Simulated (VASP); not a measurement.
# SiO2 (rutile type) (P4_2/mnm) in VASP: a series of runs

Runs on SiO2 (rutile type). Level: LDA. Tasks: single point, relaxation of shape and atoms at fixed volume.

All numbers are computed with VASP 6.6.1; they aren't measurements. Logs are shortened: lines on timing, memory, paths and dates and some standing lists are left out, and cuts for length are marked.

## (1) The cell of the first run

It takes space group P4_2/mnm (No. 136, tetragonal). Conventional cell: a = 4.155 Å, b = 4.155 Å, c = 2.661 Å, α = 90.00°, β = 90.00°, γ = 90.00°. Si (site symmetry mmm) has 6 O at 1.75 to 1.80 Å within 2.3 Å. Within 2.3 Å of O (site symmetry m2m) lie 3 Si at 1.75 to 1.80 Å and 1 O at 2.28 Å.

## (2) Single point, LDA

INCAR

```
ALGO = Normal
EDIFF = 1E-6
ENCUT = 600
GGA = CA
GGA_COMPAT = False
ISIF = 2
ISMEAR = -1
LASPH = True
LCHARG = False
LREAL = False
LWAVE = False
NBANDS = 25
NELM = 120
PREC = Accurate
SIGMA = 0.08
```

KPOINTS

```
k-points
0
Gamma
  8 8 11
```

POSCAR

```
SiO2
1.0
    4.1548573945      0.0000000000      0.0000000000
    0.0000000000      4.1548573945      0.0000000000
    0.0000000000      0.0000000000      2.6614412670
Si O
2 4
Direct
    0.0000000000      0.0000000000      0.0000000000
    0.5000000000      0.5000000000      0.5000000000
    0.3055797227      0.3055797227      0.0000000000
    0.6944202773      0.6944202773      0.0000000000
    0.8055797227      0.1944202773      0.5000000000
    0.1944202773      0.8055797227      0.5000000000
```

Potentials or basis: VASP PAW LDA potentials, release 64 (Si, O).

Launch:

```console
cat potpaw_LDA.64/Si/POTCAR potpaw_LDA.64/O/POTCAR > POTCAR
mpirun -np 1 vasp_std > vasp.out
```

OUTCAR:

```text
EDIFF = 1E-6
   ENCUT = 600
   GGA = CA
   ISIF = 2
   ISMEAR = -1
   LASPH = True
   LREAL = False
   NELM = 120
   PREC = Accurate

 ion  position               nearest neighbor table
   1  0.000  0.000  0.000-   5 1.75   6 1.75   5 1.75   6 1.75   3 1.80   4 1.80
   2  0.500  0.500  0.500-   3 1.75   4 1.75   3 1.75   4 1.75   5 1.80   6 1.80
   3  0.306  0.306  0.000-   2 1.75   2 1.75   1 1.80
   4  0.694  0.694  0.000-   2 1.75   2 1.75   1 1.80
   5  0.806  0.194  0.500-   1 1.75   1 1.75   2 1.80
   6  0.194  0.806  0.500-   1 1.75   1 1.75   2 1.80

  LATTYP: Found a simple tetragonal cell.
 ALAT       =     4.1548573945
 C/A-ratio  =     0.6405613994

  Lattice vectors:

 A1 = (   4.1548573945,   0.0000000000,   0.0000000000)
 A2 = (   0.0000000000,   4.1548573945,   0.0000000000)
 A3 = (   0.0000000000,   0.0000000000,   2.6614412670)

Analysis of symmetry for initial positions (statically):
=====================================================================
 Subroutine PRICEL returns:
 Original cell was already a primitive cell.

 Routine SETGRP: Setting up the symmetry group for a
 simple tetragonal supercell.

 Subroutine GETGRP returns: Found 16 space group operations
 (whereof  8 operations were pure point group operations)
 out of a pool of 16 trial point group operations.

The static configuration has the point symmetry D_2h.
 The point group associated with its full space group is D_4h.

Analysis of symmetry for dynamics (positions and initial velocities):
=====================================================================
 Subroutine PRICEL returns:
 Original cell was already a primitive cell.

 Routine SETGRP: Setting up the symmetry group for a
 simple tetragonal supercell.

 Subroutine GETGRP returns: Found 16 space group operations
 (whereof  8 operations were pure point group operations)
 out of a pool of 16 trial point group operations.

The dynamic configuration has the point symmetry D_2h.
 The point group associated with its full space group is D_4h.

 Subroutine INISYM returns: Found 16 space group operations
 (whereof  8 operations are pure point group operations),
 and found     1 'primitive' translations

----------------------------------------------------------------------------------------

[... 100 lines left out ...]
   EDIFF  = 0.1E-05   stopping-criterion for ELM
   LREAL  =      F    real-space projection
   EDIFFG = 0.1E-04   stopping-criterion for IOM
   NSW    =      0    number of steps for IOM
   IBRION =     -1    ionic relax: 0-MD 1-quasi-New 2-CG
   NFREE  =      0    steps in history (QN), initial steepest desc. (CG)
   ISIF   =      2    stress and relaxation
   ISYM   =      2    0-nonsym 1-usesym 2-fastsym
   POTIM  = 0.5000    time-step for ionic-motion
   TEBEG  =    0.0;   TEEND  =   0.0 temperature during run
   PSTRESS=    0.0 pullay stress
   NELECT =      32.0000    total number of electrons
   NUPDOWN=      -1.0000    fix difference up-down
   EMIN   =  10.00;   EMAX   =-10.00  energy-range for DOS
   EFERMI =   0.00;   METHOD = LEGACY
   ISMEAR =    -1;   SIGMA  =   0.08  broadening in eV -4-tet -1-fermi 0-gaus
   EFERMI_NEDOS =   21; number of points for ismear=-14 and -15
   IALGO  =     38    algorithm
   IMIX   =      4    mixing-type and parameters
     AMIX     =   0.40;   BMIX     =  1.00
     AMIX_MAG =   1.60;   BMIX_MAG =  1.00
  volume/ion in A,a.u.               =       7.66        51.67
  Fermi-wavevector in a.u.,A,eV,Ry     =   1.451159  2.742294 28.652013  2.105864
  Thomas-Fermi vector in A             =   2.568689
   LORBIT       =      0    0 simple, 1 ext, 2 COOP (PROOUT), +10 PAW based schemes
   GGA     = CA    functional components
   LHFCALC =     F    Hartree Fock is set to
   AEXX    =    0.0000 exact exchange contribution
   IVDW    =     0    specifies the selected vdW correction
   LEPSILON=     F    determine dielectric tensor
   LRPA    =     F    only Hartree local field effects (RPA)
 non-spin polarized calculation
  energy-cutoff  :      600.00
  volume of cell :       45.94
 maximum number of plane-waves:      1556
 NGX is ok and might be reduce to    36
   NGX = 17   NGY = 17   NGZ = 11

 number of electron      31.9999998 magnetization

 Free energy of the ion-electron system (eV)
  ---------------------------------------------------
  ext. energy  EPLUGINS =         0.00000000
  ---------------------------------------------------
  free energy    TOTEN  =       -51.98626143 eV

  energy without entropy =      -51.98626143  energy(sigma->0) =      -51.98626143

 E-fermi :   9.9057     XC(G=0): -12.8029

 val. band max:        8.2950276412   @ k =   0.0000   0.0000   0.0000
 cond. band min:      14.1145807497   @ k =   0.0000   0.0000   0.0000
 fundamental gap:      5.8195531086
 Fermi energy:         9.9056550002

 k-point     1 :       0.0000    0.0000    0.0000
  band No.  band energies     occupation
      1     -14.2654      2.00000
      2     -10.4463      2.00000
      3     -10.4463      2.00000
      4     -10.1801      2.00000
      5      -2.7327      2.00000
      6       1.6984      2.00000
[... 661 lines left out ...]
     24      21.1719      0.00000
     25      22.8847      0.00000

 [... further k-points ...]

------------------------ aborting loop because EDIFF is reached ----------------------------------------

  FORCE on cell =-STRESS in cart. coord.  units (eV):
  Direction    XX          YY          ZZ          XY          YZ          ZX
  --------------------------------------------------------------------------------------
  -------------------------------------------------------------------------------------
  Total        0.0955180      0.0955180      0.3494681      0.0000000      0.0000000      0.0000000
  in kB        3.3309397      3.3309397     12.1867797      0.0000000      0.0000000      0.0000000
  external PRESSURE =       6.2828864 kB  Pullay stress =       0.0000000 kB

 VOLUME and BASIS-vectors are now :
 -----------------------------------------------------------------------------
  energy-cutoff  :      600.00
  volume of cell :       45.94
      direct lattice vectors                 reciprocal lattice vectors
     4.154857394  0.000000000  0.000000000     0.240682147  0.000000000  0.000000000
     0.000000000  4.154857394  0.000000000     0.000000000  0.240682147  0.000000000
     0.000000000  0.000000000  2.661441267     0.000000000  0.000000000  0.375736265

 POSITION                                       TOTAL-FORCE (eV/Angst)
 -----------------------------------------------------------------------------------
      0.00000      0.00000      0.00000        -0.000000      0.000000      0.000000
      2.07743      2.07743      1.33072        -0.000000      0.000000      0.000000
      1.26964      1.26964      0.00000        -0.025567     -0.025567      0.000000
      2.88522      2.88522      0.00000         0.025567      0.025567      0.000000
      3.34707      0.80779      1.33072        -0.025567      0.025567      0.000000
      0.80779      3.34707      1.33072         0.025567     -0.025567      0.000000
 -----------------------------------------------------------------------------------
    total drift:                                0.000000     -0.000000     -0.000000

  FREE ENERGIE OF THE ION-ELECTRON SYSTEM (eV)
  ---------------------------------------------------
  free  energy   TOTEN  =       -51.9862614310 eV

  energy  without entropy=      -51.9862614310  energy(sigma->0) =      -51.98626143
```

OSZICAR:

```text
N       E                     dE             d eps       ncg     rms          rms(c)
DAV:   1     0.141568533694E+03    0.14157E+03   -0.19192E+04  4524   0.139E+03
DAV:   2    -0.495318729323E+02   -0.19110E+03   -0.18309E+03  5642   0.298E+02
DAV:   3    -0.568581695372E+02   -0.73263E+01   -0.72939E+01  6044   0.547E+01
DAV:   4    -0.569072019830E+02   -0.49032E-01   -0.49016E-01  5317   0.517E+00
DAV:   5    -0.569075977172E+02   -0.39573E-03   -0.39567E-03  6066   0.442E-01    0.181E+01
DAV:   6    -0.520637983334E+02    0.48438E+01   -0.13503E+01  5765   0.246E+01    0.870E+00
DAV:   7    -0.520229410535E+02    0.40857E-01   -0.80955E-01  5587   0.505E+00    0.305E+00
DAV:   8    -0.519920416113E+02    0.30899E-01   -0.32179E-02  5577   0.149E+00    0.106E+00
DAV:   9    -0.519862656786E+02    0.57759E-02   -0.57856E-03  5814   0.579E-01    0.206E-01
DAV:  10    -0.519862603041E+02    0.53745E-05   -0.20999E-04  5655   0.106E-01    0.695E-02
DAV:  11    -0.519862614862E+02   -0.11821E-05   -0.19311E-05  5823   0.307E-02    0.193E-02
DAV:  12    -0.519862614310E+02    0.55194E-07   -0.89447E-07  3892   0.761E-03
   1 F= -.51986261E+02 E0= -.51986261E+02  d E =-.318196E-10
```

Wall time 32 s (1 thread of Intel Xeon 6975P-C (Granite Rapids), shared host); peak memory 0.21 GiB.

Results:

```
Free energy            : -51.9863 eV
Pressure               : 0.6 GPa
Largest force          : 0.036 eV/Å
Band gap on the k mesh : 5.82 eV, direct
```

Forces on the atoms (eV/Å):
```
Si   0.000  0.000  0.000
Si   0.000  0.000  0.000
O   -0.026 -0.026  0.000
O    0.026  0.026  0.000
O   -0.026  0.026  0.000
O    0.026 -0.026  0.000
```

Levels at points of the mesh, in eV from the valence-band top:
| k point | band 13 | band 14 | band 15 | band 16 | band 17 | band 18 | band 19 | band 20 |
| --- | --- | --- | --- | --- | --- | --- | --- | --- |
| (0.00, 0.00, 0.00) | -2.56 | -0.91 | -0.91 | 0.00 | 5.82 | 6.44 | 8.37 | 8.37 |
| (0.50, 0.00, 0.00) | -2.77 | -2.77 | -1.09 | -1.09 | 7.75 | 7.75 | 8.93 | 8.93 |
| (0.50, 0.50, 0.00) | -2.77 | -2.77 | -2.36 | -2.36 | 7.40 | 7.40 | 9.94 | 9.94 |

## (3) Single point, LDA

INCAR

```
PREC     = Accurate       # precision mode
ENCUT    = 600            # plane-wave cutoff, eV
EDIFF    = 1E-6           # SCF threshold, eV
ISMEAR   = -1             # smearing method
SIGMA    = 0.08           # smearing width, eV
LREAL    = False          # projectors in reciprocal space
LASPH    = True           # aspherical terms in the spheres
NELM     = 120            # most SCF steps
ALGO     = Normal         # electronic algorithm
ISIF     = 2              # what is computed and relaxed
LWAVE    = False          # write WAVECAR
LCHARG   = False          # write CHGCAR
NBANDS   = 25             # bands
GGA_COMPAT= False
```

KPOINTS

```
Automatic mesh
0
Gamma
  8 8 11
```

POSCAR is that of step 2.

Potentials or basis: VASP PAW LDA potentials, release 64 (Si, O).

Launch:

```console
cat potpaw_LDA.64/Si/POTCAR potpaw_LDA.64/O/POTCAR > POTCAR
mpirun -np 1 vasp_std > vasp.out
```

It took 32 s on 1 thread of Intel Xeon 6975P-C (Granite Rapids), shared host; peak memory 0.21 GiB.

Results (log left out):

```yaml
Free_energy: -51.9863 eV
Pressure: 0.6 GPa
Largest_force: 0.036 eV/Å
Band_gap_on_the_k_mesh: 5.82 eV, direct
```

Forces in eV/Å, atoms in the order of the input:
```
Si   0.000  0.000  0.000
Si   0.000  0.000  0.000
O   -0.026 -0.026  0.000
O    0.026  0.026  0.000
O   -0.026  0.026  0.000
O    0.026 -0.026  0.000
```

Stress tensor (GPa, compression positive):
```
0.33 0.00 0.00
0.00 0.33 0.00
0.00 0.00 1.22
```

Levels at points of the mesh, in eV from the valence-band top:
```tsv
k point	band 13	band 14	band 15	band 16	band 17	band 18	band 19	band 20
(0.00, 0.00, 0.00)	-2.56	-0.91	-0.91	0.00	5.82	6.44	8.37	8.37
(0.50, 0.00, 0.00)	-2.77	-2.77	-1.09	-1.09	7.75	7.75	8.93	8.93
(0.50, 0.50, 0.00)	-2.77	-2.77	-2.36	-2.36	7.40	7.40	9.94	9.94
```

## (4) Relaxation of shape and atoms at fixed volume, LDA

This run uses another cell than the first one, of 4.75 Å³/atom, 0.620 times its volume.

INCAR

```
PREC = Accurate ; ENCUT = 600
EDIFF = 1E-7 ; ISMEAR = -1
SIGMA = 0.08 ; LREAL = False
LASPH = True ; NELM = 120
ALGO = Normal ; ISIF = 4
LWAVE = False ; LCHARG = False
GGA = CA ; IBRION = 2
NSW = 50 ; EDIFFG = -0.005
GGA_COMPAT = False ; NELMIN = 4
```

KPOINTS

```
regular mesh
0
Gamma
  8 8 11
```

POSCAR: that of step 3 with these lines changed.

```diff
@@ -2,5 +2,5 @@
 1.0
-    4.1548573945      0.0000000000      0.0000000000
-    0.0000000000      4.1548573945      0.0000000000
-    0.0000000000      0.0000000000      2.6614412670
+    3.5428547876      0.0000000000      0.0000000000
+    0.0000000000      3.5428547876      0.0000000000
+    0.0000000000      0.0000000000      2.2694160207
 Si O
```

Launch:

```console
cat potpaw_LDA.64/Si/POTCAR potpaw_LDA.64/O/POTCAR > POTCAR
mpirun -np 1 vasp_std > vasp.out
```

Run time: 86 s. Hardware: 1 thread of Intel Xeon 6975P-C (Granite Rapids), shared host; peak memory 0.16 GiB.

Results (log left out):

```yaml
Free_energy: -36.8074 eV
Energy_gained_by_relaxing: 83.7 meV/atom
Ionic_steps: 8
Pressure_after_relaxing: 412.3 GPa
Band_gap_on_the_k_mesh: 6.78 eV, direct
```

The path:
| step | energy change (eV) | largest force (eV/Å) | pressure (GPa) | volume (Å³) |
| --- | --- | --- | --- | --- |
| 1 | 0.0000 | 5.3897 | 422.16 | 28.49 |
| 2 | 16.0067 | 36.9993 | 554.87 | 28.49 |
| 3 | -0.5008 | 0.0281 | 412.30 | 28.49 |
| 4 | -0.5009 | 0.0976 | 412.20 | 28.49 |
| 5 | -0.5021 | 0.0319 | 412.30 | 28.49 |
| 6 | -0.5022 | 0.0440 | 412.27 | 28.49 |
| 7 | -0.5016 | 0.1889 | 412.46 | 28.49 |
| 8 | -0.5022 | 0.0002 | 412.31 | 28.49 |

Final structure:
```cif
data_structure
_symmetry_space_group_name_H-M 'P 1'
_symmetry_Int_Tables_number 1
_cell_length_a 3.5161
_cell_length_b 3.5161
_cell_length_c 2.3041
_cell_angle_alpha 90.000
_cell_angle_beta 90.000
_cell_angle_gamma 90.000
_cell_volume 28.49
loop_
_atom_site_label
_atom_site_type_symbol
_atom_site_fract_x
_atom_site_fract_y
_atom_site_fract_z
_atom_site_occupancy
Si1 Si 0.00000 0.00000 0.00000 1
Si2 Si 0.50000 0.50000 0.50000 1
O1 O 0.29808 0.29808 0.00000 1
O2 O 0.70192 0.70192 0.00000 1
O3 O 0.79808 0.20192 0.50000 1
O4 O 0.20192 0.79808 0.50000 1
```

Levels at points of the mesh, in eV from the valence-band top:
```csv
k point,band 13,band 14,band 15,band 16,band 17,band 18,band 19,band 20
"(0.00, 0.00, 0.00)",-2.69,-1.25,-1.25,0.00,6.78,11.64,12.03,12.03
"(0.50, 0.00, 0.00)",-3.97,-3.97,-1.57,-1.57,10.39,10.39,13.81,13.81
"(0.50, 0.50, 0.00)",-4.50,-4.50,-4.47,-4.47,11.29,11.29,14.32,14.32
```
